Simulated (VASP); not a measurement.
Here is a VASP 6.6.1 calculation.

The input INCAR:

```
SYSTEM = Cs2B4H
ALGO = Normal ; EDIFF = 1E-7
ENCUT = 520 ; GGA = PE
ISIF = 2 ; ISMEAR = 0
LASPH = .TRUE. ; LCHARG = .FALSE.
LREAL = .FALSE. ; LWAVE = .FALSE.
NBANDS = 24 ; NELM = 80
PREC = Accurate ; SIGMA = 0.1
```

KPOINTS

```
k-points
0
G
  4 4 2
  0 0 0
```

File POSCAR:

```
Cs2B4H
1.0
    4.3250581200      0.0000000000      0.0000000000
    0.0000000000      4.3250581200      0.0000000000
    0.0000000000      0.0000000000      7.8960923200
Cs B H
2 4 1
Direct
    0.5000000000      0.5000000000      0.5000000000
    0.0000000000      0.0000000000      0.0000000000
    0.5000000000      0.5000000000      0.8702969400
    0.5000000000      0.5000000000      0.1297030600
    0.0000000000      0.0000000000      0.6972143900
    0.0000000000      0.0000000000      0.3027856100
    0.5000000000      0.5000000000      0.0000000000
```

Potentials or basis: VASP PAW PBE potentials, release 64 (Cs_sv, B, H).

Run with:

```bash
$ cat potpaw_PBE.64/Cs_sv/POTCAR potpaw_PBE.64/B/POTCAR potpaw_PBE.64/H/POTCAR > POTCAR
$ mpirun -np 1 vasp_std > vasp.out
```

Problem. Predict the band gap on the k mesh.

Solution. Zero (an odd number of electrons rules out a gap without spin polarisation).

Problem. Predict the largest force.

Solution. 6.064 eV/Å.

Problem. Estimate the pressure.

Solution. 9.1 GPa.

Stress tensor (GPa, compression positive):
```
-0.79  0.00  0.00
 0.00 -0.79  0.00
 0.00  0.00 28.92
```

Caveat: the k points lie up to 0.40 Å⁻¹ apart, too coarse for converged energies and pressures of a metal; spin-orbit coupling is left out, which moves the levels of the heavy elements; forces of over 1 eV/Å act on the atoms, so gaps and moduli don't describe the material at rest.
